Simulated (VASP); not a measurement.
# CuRu2: single point with r2SCAN

The system is CuRu2.

```xyz
3
Lattice="0.0000 2.8021 2.8021 2.8021 0.0000 2.8021 2.8021 2.8021 0.0000" Properties=species:S:1:pos:R:3 pbc="T T T"
Cu    0.0000    0.0000    0.0000
Ru    1.4010    1.4010    1.4010
Ru    4.2031    4.2031    4.2031
```

* Program: VASP 6.6.1
* Task: single point
* Functional: r2SCAN
* Potentials or basis: VASP PAW PBE potentials, release 64 (Cu, Ru_pv)
* Cutoff: 520 eV
* k mesh: 6 × 6 × 6
* Occupations: gaussian, width 0.1 eV
* Spin: no spin polarisation

* Pressure: 0.8 GPa
* Band gap on the k mesh: zero (an odd number of electrons rules out a gap without spin polarisation)

Levels at points of the mesh, in eV from the Fermi level:
```csv
k point,band 16,band 17,band 18,band 19,band 20,band 21,band 22,band 23,band 24,band 25
"(0.00, 0.00, 0.00)",-2.01,-2.01,0.93,0.93,0.93,2.04,2.04,8.91,9.09,9.66
"(0.50, 0.00, 0.00)",-1.26,-1.26,-1.13,-1.13,-0.47,-0.17,-0.17,1.19,9.09,9.65
"(0.50, 0.50, 0.00)",-1.38,-1.38,-0.46,0.22,0.22,0.69,1.93,2.71,2.71,4.05
```

Run time: 3.2 min on 1 thread of Intel Xeon 8259CL, with other jobs on the host, peak memory 0.18 GiB.

Caveat: the PAW data sets were made with another functional, which shifts forces and pressure a little.
